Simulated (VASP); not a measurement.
# Ge (Fd-3m) in VASP: a series of runs

Runs on Ge. Level: r2SCAN. Tasks: single point, relaxation of cell and atoms.

Everything below comes from runs of VASP 6.6.1. Logs are shortened: lines on timing, memory, paths and dates and some standing lists are left out, and cuts for length are marked.

## Step 1: The cell of the first run

It takes space group Fd-3m (No. 227, cubic). Conventional cell: a = 5.670 Å, b = 5.670 Å, c = 5.670 Å, α = 90.00°, β = 90.00°, γ = 90.00°. Ge (site symmetry -43m) has 4 Ge at 2.46 Å within 3.2 Å.

## Step 2: Single point, r2SCAN

The input, POSCAR:

```
Ge
1.0
    0.0000000000      2.8352134973      2.8352134973
    2.8352134973      0.0000000000      2.8352134973
    2.8352134973      2.8352134973      0.0000000000
Ge
2
Direct
    0.5000000000      0.5000000000      0.5000000000
    0.7500000000      0.7500000000      0.7500000000
```

The input, INCAR.step1:

```
PREC     = Accurate       # precision mode
ENCUT    = 550            # plane-wave cutoff, eV
ISMEAR   = -1             # smearing method
SIGMA    = 0.05           # smearing width, eV
LREAL    = F              # projectors in reciprocal space
LASPH    = T              # aspherical terms in the spheres
NELM     = 120            # most SCF steps
NBANDS   = 21             # bands
GGA      = PE             # functional
ALGO     = Normal         # electronic algorithm
EDIFF    = 1E-5           # SCF threshold, eV
LWAVE    = T              # write WAVECAR
LCHARG   = F              # write CHGCAR
GGA_COMPAT= F
```

The input, INCAR.step2:

```
PREC     = Accurate       # precision mode
ENCUT    = 550            # plane-wave cutoff, eV
EDIFF    = 1E-6           # SCF threshold, eV
ISMEAR   = -1             # smearing method
SIGMA    = 0.05           # smearing width, eV
LREAL    = F              # projectors in reciprocal space
LASPH    = T              # aspherical terms in the spheres
NELM     = 120            # most SCF steps
ALGO     = Normal         # electronic algorithm
ISIF     = 2              # what is computed and relaxed
LWAVE    = F              # write WAVECAR
LCHARG   = F              # write CHGCAR
METAGGA  = R2SCAN         # meta-GGA
LMIXTAU  = T            
NBANDS   = 21             # bands
ISTART   = 1            
GGA_COMPAT= F
```

The input, KPOINTS:

```
Automatic mesh
0
Gamma
  9 9 9
```

Potentials or basis: VASP PAW PBE potentials, release 64 (Ge_d).

Launch:

```
$ cat potpaw_PBE.64/Ge_d/POTCAR > POTCAR
$ cp INCAR.step1 INCAR
$ mpirun -np 1 vasp_std > vasp.out
$ cp INCAR.step2 INCAR
$ mpirun -np 1 vasp_std > vasp.out
```

OUTCAR:

```text
PREC = Accurate
   ENCUT = 550
   EDIFF = 1E-6
   ISMEAR = -1
   LREAL = F
   LASPH = T
   NELM = 120
   ISIF = 2
   METAGGA = R2SCAN
   ISTART = 1

 ion  position               nearest neighbor table
   1  0.500  0.500  0.500-   2 2.46   2 2.46   2 2.46   2 2.46
   2  0.750  0.750  0.750-   1 2.46   1 2.46   1 2.46   1 2.46

  LATTYP: Found a face centered cubic cell.
 ALAT       =     5.6704269946

  Lattice vectors:

 A1 = (   0.0000000000,   2.8352134973,   2.8352134973)
 A2 = (   2.8352134973,   0.0000000000,   2.8352134973)
 A3 = (   2.8352134973,   2.8352134973,   0.0000000000)

Analysis of symmetry for initial positions (statically):
=====================================================================
 Subroutine PRICEL returns:
 Original cell was already a primitive cell.

 Routine SETGRP: Setting up the symmetry group for a
 face centered cubic supercell.

 Subroutine GETGRP returns: Found 48 space group operations
 (whereof 24 operations were pure point group operations)
 out of a pool of 48 trial point group operations.

The static configuration has the point symmetry T_d .
 The point group associated with its full space group is O_h .

Analysis of symmetry for dynamics (positions and initial velocities):
=====================================================================
 Subroutine PRICEL returns:
 Original cell was already a primitive cell.

 Routine SETGRP: Setting up the symmetry group for a
 face centered cubic supercell.

 Subroutine GETGRP returns: Found 48 space group operations
 (whereof 24 operations were pure point group operations)
 out of a pool of 48 trial point group operations.

The dynamic configuration has the point symmetry T_d .
 The point group associated with its full space group is O_h .

 Subroutine INISYM returns: Found 48 space group operations
 (whereof 24 operations are pure point group operations),
 and found     1 'primitive' translations

----------------------------------------------------------------------------------------

                                     Primitive cell

  volume of cell :      45.5814

  direct lattice vectors                    reciprocal lattice vectors
     0.000000000  2.835213497  2.835213497    -0.176353562  0.176353562  0.176353562
     2.835213497  0.000000000  2.835213497     0.176353562 -0.176353562  0.176353562
     2.835213497  2.835213497  0.000000000     0.176353562  0.176353562 -0.176353562

  length of vectors
     4.009597380  4.009597380  4.009597380     0.305453330  0.305453330  0.305453330

  position of ions in fractional coordinates (direct lattice)
     0.500000000  0.500000000  0.500000000
     0.750000000  0.750000000  0.750000000

  ion indices of the primitive-cell ions
   primitive index   ion index
                 1           1
                 2           2

----------------------------------------------------------------------------------------

 KPOINTS: Automatic mesh

Automatic generation of k-mesh.
 Grid dimensions read from file:
 generate k-points for:    9    9    9

 Generating k-lattice:

  Cartesian coordinates                     Fractional coordinates (reciprocal lattice)
    -0.019594840  0.019594840  0.019594840     0.111111111  0.000000000  0.000000000
     0.019594840 -0.019594840  0.019594840     0.000000000  0.111111111  0.000000000
     0.019594840  0.019594840 -0.019594840     0.000000000  0.000000000  0.111111111

  Length of vectors
     0.033939259  0.033939259  0.033939259

  Shift w.r.t. Gamma in fractional coordinates (k-lattice)
     0.000000000  0.000000000  0.000000000

 Subroutine IBZKPT returns following result:
 ===========================================

 Found     35 irreducible k-points:

 Following reciprocal coordinates:
            Coordinates               Weight
  0.000000  0.000000  0.000000      1.000000
  0.111111  0.000000  0.000000      8.000000
  0.222222  0.000000  0.000000      8.000000
  0.333333  0.000000  0.000000      8.000000
  0.444444  0.000000  0.000000      8.000000
  0.111111  0.111111  0.000000      6.000000
[... 16 lines left out ...]
 -0.333333  0.333333  0.000000     12.000000
  0.444444  0.444444  0.000000      6.000000
 [... further k-points ...]
   k-points           NKPTS =     35   k-points in BZ     NKDIM =     35   number of bands    NBANDS=     21
   number of dos      NEDOS =    301   number of ions     NIONS =      2
   total plane-waves  NPLWV =  32768
   dimension x,y,z NGX =    32 NGY =   32 NGZ =   32
   dimension x,y,z NGXF=    64 NGYF=   64 NGZF=   64
   ions per type =               2
   NGX,Y,Z   is equivalent  to a cutoff of  13.27, 13.27, 13.27 a.u.
   NGXF,Y,Z  is equivalent  to a cutoff of  26.54, 26.54, 26.54 a.u.
 SYSTEM =  unknown system
   PREC   = accura    normal or accurate (medium, high low for compatibility)
   ISTART =      1    job   : 0-new  1-cont  2-samecut
   ICHARG =      0    charge: 1-file 2-atom 10-const
[... 33 lines left out ...]
   AEXX    =    0.0000 exact exchange contribution
   IVDW    =     0    specifies the selected vdW correction
   LEPSILON=     F    determine dielectric tensor
   LRPA    =     F    only Hartree local field effects (RPA)
 non-spin polarized calculation
  energy-cutoff  :      550.00
  volume of cell :       45.58
 maximum number of plane-waves:      1363
   NGX = 15   NGY = 15   NGZ = 15

 number of electron      28.0000018 magnetization

 Free energy of the ion-electron system (eV)
  ---------------------------------------------------
  ext. energy  EPLUGINS =         0.00000000
  ---------------------------------------------------
  free energy    TOTEN  =       -27.74092300 eV

  energy without entropy =      -27.74081269  energy(sigma->0) =      -27.74086785

 E-fermi :   4.9173     XC(G=0): -10.7841

 val. band max:        4.7360302411   @ k =   0.0000   0.0000   0.0000
 cond. band min:       5.0759976006   @ k =   0.0000   0.0000   0.0000
 fundamental gap:      0.3399673595
 Fermi energy:         4.9172503320

 k-point     1 :       0.0000    0.0000    0.0000
  band No.  band energies     occupation
      1     -20.7484      2.00000
      2     -20.7484      2.00000
      3     -20.7484      2.00000
      4     -20.7094      2.00000
      5     -20.7094      2.00000
      6     -20.4956      2.00000
[... 13 lines left out ...]
     20      14.6545      0.00000
     21      14.6545      0.00000

 k-point     2 :       0.1111    0.0000    0.0000
  band No.  band energies     occupation
      1     -20.7553      2.00000
      2     -20.7553      2.00000
      3     -20.7463      2.00000
      4     -20.6998      2.00000
      5     -20.6998      2.00000
      6     -20.5042      2.00000
[... 13 lines left out ...]
     20      13.8835      0.00000
     21      13.8835      0.00000

 k-point     3 :       0.2222    0.0000    0.0000
  band No.  band energies     occupation
      1     -20.7650      2.00000
      2     -20.7650      2.00000
      3     -20.7411      2.00000
      4     -20.6835      2.00000
      5     -20.6835      2.00000
      6     -20.5161      2.00000
[... 13 lines left out ...]
     20      13.4652      0.00000
     21      13.4652      0.00000

 k-point     4 :       0.3333    0.0000    0.0000
  band No.  band energies     occupation
      1     -20.7709      2.00000
      2     -20.7709      2.00000
      3     -20.7351      2.00000
      4     -20.6717      2.00000
      5     -20.6717      2.00000
      6     -20.5236      2.00000
[... 13 lines left out ...]
     20      14.2045      0.00000
     21      14.2045      0.00000

 k-point     5 :       0.4444    0.0000    0.0000
  band No.  band energies     occupation
      1     -20.7731      2.00000
      2     -20.7731      2.00000
      3     -20.7311      2.00000
      4     -20.6667      2.00000
      5     -20.6667      2.00000
      6     -20.5259      2.00000
[... 13 lines left out ...]
     20      15.8963      0.00000
     21      15.8963      0.00000
[... 382 lines left out ...]
     20      17.0528      0.00000
     21      17.6203      0.00000

 k-point    22 :      -0.4444    0.3333    0.0000
  band No.  band energies     occupation
      1     -20.7980      2.00000
      2     -20.7829      2.00000
      3     -20.6986      2.00000
      4     -20.6353      2.00000
      5     -20.6137      2.00000
      6     -20.5871      2.00000
[... 13 lines left out ...]
     20      15.8677      0.00000
     21      18.3918      0.00000

 k-point    23 :      -0.3333    0.3333    0.0000
  band No.  band energies     occupation
      1     -20.8014      2.00000
      2     -20.7843      2.00000
      3     -20.6927      2.00000
      4     -20.6188      2.00000
      5     -20.6112      2.00000
      6     -20.6000      2.00000
[... 13 lines left out ...]
     20      14.1628      0.00000
     21      18.9970      0.00000

 k-point    24 :       0.4444    0.4444    0.0000
  band No.  band energies     occupation
      1     -20.7820      2.00000
      2     -20.7820      2.00000
      3     -20.7147      2.00000
      4     -20.6730      2.00000
      5     -20.6102      2.00000
      6     -20.5697      2.00000
[... 13 lines left out ...]
     20      17.7679      0.00000
     21      18.1920      0.00000

 [... further k-points ...]
[... 5 lines left out ...]
  --------------------------------------------------------------------------------------
  -------------------------------------------------------------------------------------
  Total        0.0780516      0.0780516      0.0780516     -0.0000000     -0.0000000     -0.0000000
  in kB        2.7435001      2.7435001      2.7435001     -0.0000000     -0.0000000     -0.0000000
  external PRESSURE =       2.7435001 kB  Pullay stress =       0.0000000 kB

 VOLUME and BASIS-vectors are now :
 -----------------------------------------------------------------------------
  energy-cutoff  :      550.00
  volume of cell :       45.58
      direct lattice vectors                 reciprocal lattice vectors
     0.000000000  2.835213497  2.835213497    -0.176353562  0.176353562  0.176353562
     2.835213497  0.000000000  2.835213497     0.176353562 -0.176353562  0.176353562
     2.835213497  2.835213497  0.000000000     0.176353562  0.176353562 -0.176353562

 POSITION                                       TOTAL-FORCE (eV/Angst)
 -----------------------------------------------------------------------------------
      2.83521      2.83521      2.83521         0.000000      0.000000      0.000000
      4.25282      4.25282      4.25282        -0.000000     -0.000000     -0.000000
 -----------------------------------------------------------------------------------
    total drift:                               -0.000000     -0.000000      0.000000

  FREE ENERGIE OF THE ION-ELECTRON SYSTEM (eV)
  ---------------------------------------------------
  free  energy   TOTEN  =       -27.7409230048 eV

  energy  without entropy=      -27.7408126897  energy(sigma->0) =      -27.74086785
```

Wall time 2.5 min (1 thread of Intel Xeon 8259CL, shared host); peak memory 0.19 GiB.

What came out:

```yaml
Free_energy: -27.7409 eV
Pressure: 0.3 GPa
Band_gap_on_the_k_mesh: 0.34 eV, direct
```

Levels at points of the mesh, in eV from the valence-band top:
```csv
k point,band 10,band 11,band 12,band 13,band 14,band 15,band 16,band 17,band 18,band 19
"(0.00, 0.00, 0.00)",-25.21,-13.25,0.00,0.00,0.00,0.34,2.71,2.71,2.71,7.04
```

Caveat: the PAW data sets were made with another functional, which shifts forces and pressure a little.

## Step 3: Relaxation of cell and atoms, r2SCAN

This run uses another cell than the first one, of 22.63 Å³/atom, 0.993 times its volume.

The input, POSCAR:

```
Ge
1.0
    0.0000000000      2.8286800000      2.8286800000
    2.8286800000      0.0000000000      2.8286800000
    2.8286800000      2.8286800000      0.0000000000
Ge
2
Direct
    0.5000000000      0.5000000000      0.5000000000
    0.7500000000      0.7500000000      0.7500000000
```

The input, INCAR.step1:

```
SYSTEM = Ge
  PREC = Accurate
  ENCUT = 550
  ISMEAR = -1
  SIGMA = 0.05
  LREAL = .FALSE.
  LASPH = .TRUE.
  NELM = 120
  GGA = PE
  ALGO = Normal
  EDIFF = 1E-5
  LWAVE = .TRUE.
  LCHARG = .FALSE.
  GGA_COMPAT = .FALSE.
  IBRION = 2
  ISIF = 3
  EDIFFG = -0.005
  NELMIN = 4
  NSW = 100
```

The input, INCAR.step2:

```
SYSTEM = Ge
  PREC = Accurate
  ENCUT = 550
  EDIFF = 1E-7
  ISMEAR = -1
  SIGMA = 0.05
  LREAL = .FALSE.
  LASPH = .TRUE.
  NELM = 120
  ALGO = Normal
  ISIF = 3
  LWAVE = .FALSE.
  LCHARG = .FALSE.
  METAGGA = R2SCAN
  LMIXTAU = .TRUE.
  IBRION = 2
  NSW = 80
  EDIFFG = -0.01
  ISTART = 1
  GGA_COMPAT = .FALSE.
  NELMIN = 4
```

The input, KPOINTS:

```
regular mesh
0
G
  5 5 5
  0 0 0
```

Potentials or basis: VASP PAW PBE potentials, release 64 (Ge_d).

Launch:

```
$ cat potpaw_PBE.64/Ge_d/POTCAR > POTCAR
$ cp INCAR.step1 INCAR
$ mpirun -np 1 vasp_std > vasp.out
$ cp INCAR.step2 INCAR
$ mpirun -np 1 vasp_std > vasp.out
```

Wall time 5 min (1 thread of Intel Xeon 8259CL, shared host); peak memory 0.19 GiB.

The run converged. Its results:

```yaml
Free_energy: -27.6522 eV
Relaxed_volume: 22.85 Å³/atom
Relaxed_cell: a = 4.013 Å, b = 4.013 Å, c = 4.013 Å, α = 60.00°, β = 60.00°, γ = 60.00°
Space_group_after_relaxing_to_0.05_Å: Fd-3m (No. 227)
Energy_gained_by_relaxing: 0.4 meV/atom
Ionic_steps: 3
Pressure_after_relaxing: 0.0 GPa
Band_gap_on_the_k_mesh: 0.32 eV, direct
```

Step by step:
| step | energy change (eV) | largest force (eV/Å) | pressure (GPa) | volume (Å³) |
| --- | --- | --- | --- | --- |
| 1 | 0.0000 | 0.0000 | 0.69 | 45.27 |
| 2 | -0.0007 | 0.0000 | -0.28 | 45.90 |
| 3 | -0.0009 | 0.0000 | -0.01 | 45.69 |

Final structure:
```cif
data_structure
_symmetry_space_group_name_H-M 'P 1'
_symmetry_Int_Tables_number 1
_cell_length_a 4.0128
_cell_length_b 4.0128
_cell_length_c 4.0128
_cell_angle_alpha 60.000
_cell_angle_beta 60.000
_cell_angle_gamma 60.000
_cell_volume 45.69
loop_
_atom_site_label
_atom_site_type_symbol
_atom_site_fract_x
_atom_site_fract_y
_atom_site_fract_z
_atom_site_occupancy
Ge1 Ge 0.50000 0.50000 0.50000 1
Ge2 Ge 0.75000 0.75000 0.75000 1
```

Levels at points of the mesh, in eV from the valence-band top:
| k point | band 10 | band 11 | band 12 | band 13 | band 14 | band 15 | band 16 | band 17 | band 18 |
| --- | --- | --- | --- | --- | --- | --- | --- | --- | --- |
| (0.00, 0.00, 0.00) | -25.21 | -13.23 | 0.00 | 0.00 | 0.00 | 0.32 | 2.71 | 2.71 | 2.71 |

Caveat: the PAW data sets were made with another functional, which shifts forces and pressure a little. Zero-point motion and thermal expansion aren't in these numbers.

## Step 4: Single point, r2SCAN

The input, POSCAR:

```
Ge
1.0
    0.0000000000      2.8360149692      2.8360149692
    2.8360149692      0.0000000000      2.8360149692
    2.8360149692      2.8360149692      0.0000000000
Ge
2
Direct
    0.5000000000      0.5000000000      0.5000000000
    0.7500000000      0.7500000000      0.7500000000
```

The input, INCAR.step1:

```
SYSTEM = Ge
ALGO = Normal
EDIFF = 1E-5
ENCUT = 550
GGA = PE
GGA_COMPAT = .False.
ISMEAR = -1
LASPH = .True.
LCHARG = .False.
LREAL = .False.
LWAVE = .True.
NBANDS = 21
NELM = 120
PREC = Accurate
SIGMA = 0.1
```

The input, INCAR.step2:

```
SYSTEM = Ge
ALGO = Normal
EDIFF = 1E-6
ENCUT = 550
GGA_COMPAT = .False.
ISIF = 2
ISMEAR = -1
ISTART = 1
LASPH = .True.
LCHARG = .False.
LMIXTAU = .True.
LREAL = .False.
LWAVE = .False.
METAGGA = R2SCAN
NBANDS = 21
NELM = 120
PREC = Accurate
SIGMA = 0.1
```

The input, KPOINTS:

```
k-points
0
Gamma
  5 5 5
  0 0 0
```

Launch:

```
$ cat potpaw_PBE.64/Ge_d/POTCAR > POTCAR
$ cp INCAR.step1 INCAR
$ mpirun -np 1 vasp_std > vasp.out
$ cp INCAR.step2 INCAR
$ mpirun -np 1 vasp_std > vasp.out
```

Wall time 75 s (1 thread of AMD EPYC 7R43 (Zen 3), shared host); peak memory 0.14 GiB.

The run converged. Its results:

* Free energy: -27.6538 eV
* Pressure: 0.3 GPa
* Band gap on the k mesh: 0.33 eV, direct

Levels at points of the mesh, in eV from the valence-band top:
```tsv
k point	band 11	band 12	band 13	band 14	band 15	band 16	band 17	band 18
(0.00, 0.00, 0.00)	-13.24	0.00	0.00	0.00	0.33	2.71	2.71	2.71
```

Caveat: the PAW data sets were made with another functional, which shifts forces and pressure a little. A k mesh can miss the band edges.

## Step 5: Single point, r2SCAN

The input, POSCAR:

```
Ge
1.0
    0.0000000000      2.8360149687      2.8360149687
    2.8360149687      0.0000000000      2.8360149687
    2.8360149687      2.8360149687      0.0000000000
Ge
2
Direct
    0.5000000000      0.5000000000      0.5000000000
    0.7500000000      0.7500000000      0.7500000000
```

The input, INCAR.step1:

```
SYSTEM = Ge
PREC = Accurate
ENCUT = 520
ISMEAR = 1
SIGMA = 0.3
LREAL = .False.
LASPH = .True.
NELM = 60
NBANDS = 21
GGA = PE
ALGO = Normal
EDIFF = 1E-4
LWAVE = .True.
LCHARG = .False.
```

The input, INCAR.step2:

```
SYSTEM = Ge
PREC = Accurate
ENCUT = 520
EDIFF = 1E-6
ISMEAR = 1
SIGMA = 0.3
LREAL = .False.
LASPH = .True.
NELM = 60
ALGO = Normal
ISIF = 2
LWAVE = .False.
LCHARG = .False.
METAGGA = R2SCAN
LMIXTAU = .True.
NBANDS = 21
ISTART = 1
```

The input, KPOINTS:

```
regular mesh
0
Gamma
  10 10 10
  0 0 0
```

Launch:

```
$ cat potpaw_PBE.64/Ge_d/POTCAR > POTCAR
$ cp INCAR.step1 INCAR
$ mpirun -np 1 vasp_std > vasp.out
$ cp INCAR.step2 INCAR
$ mpirun -np 1 vasp_std > vasp.out
```

It took 2.2 min on 1 thread of Intel Xeon Platinum 8375C at 2.90GHz (Ice Lake), shared host; peak memory 0.18 GiB.

It converged, with:

```
Free energy            : -27.7420 eV
Pressure               : 0.1 GPa
Band gap on the k mesh : 0.33 eV, direct
```

Levels at points of the mesh, in eV from the valence-band top:
```tsv
k point	band 11	band 12	band 13	band 14	band 15	band 16	band 17	band 18
(0.00, 0.00, 0.00)	-13.25	0.00	0.00	0.00	0.33	2.71	2.71	2.71
(0.50, 0.00, 0.00)	-11.07	-7.83	-1.47	-1.47	0.42	3.99	3.99	7.65
(0.50, 0.50, 0.00)	-9.19	-9.19	-3.20	-3.20	0.98	0.98	10.04	10.04
```

Caveat: the PAW data sets were made with another functional, which shifts forces and pressure a little. A k mesh can miss the band edges.

## Step 6: The runs side by side

| task | cell | k mesh | cutoff (eV) | smearing | gap on the mesh (eV) | pressure (GPa) |
| --- | --- | --- | --- | --- | --- | --- |
| single point | a = 4.010 Å, angles 60.0°, 2 atoms | 9 × 9 × 9 | 550 | fermi-dirac 0.05 eV | 0.34 | 0.3 |
| relaxation of cell and atoms | relaxed from a = 4.000 Å, angles 60.0°, 2 atoms | 5 × 5 × 5 | 550 | fermi-dirac 0.05 eV | 0.32 | 0.0 |
| single point | a = 4.011 Å, angles 60.0°, 2 atoms | 5 × 5 × 5 | 550 | fermi-dirac 0.1 eV | 0.33 | 0.3 |
| single point | a = 4.011 Å, angles 60.0°, 2 atoms | 10 × 10 × 10 | 520 | methfessel-paxton 0.3 eV | 0.33 | 0.1 |

Alike in all rows: level r2SCAN; potentials or basis VASP PAW PBE potentials, release 64 (Ge_d); no spin polarisation.

On the cell as given the gap runs from 0.33 eV (r2SCAN) to 0.34 eV (r2SCAN); the meshes differ, which moves gaps too.

Caveats: the PAW data sets were made with another functional, which shifts forces and pressure a little.

Total energies depend on the potentials used, so only differences within one code and one set of settings carry meaning.
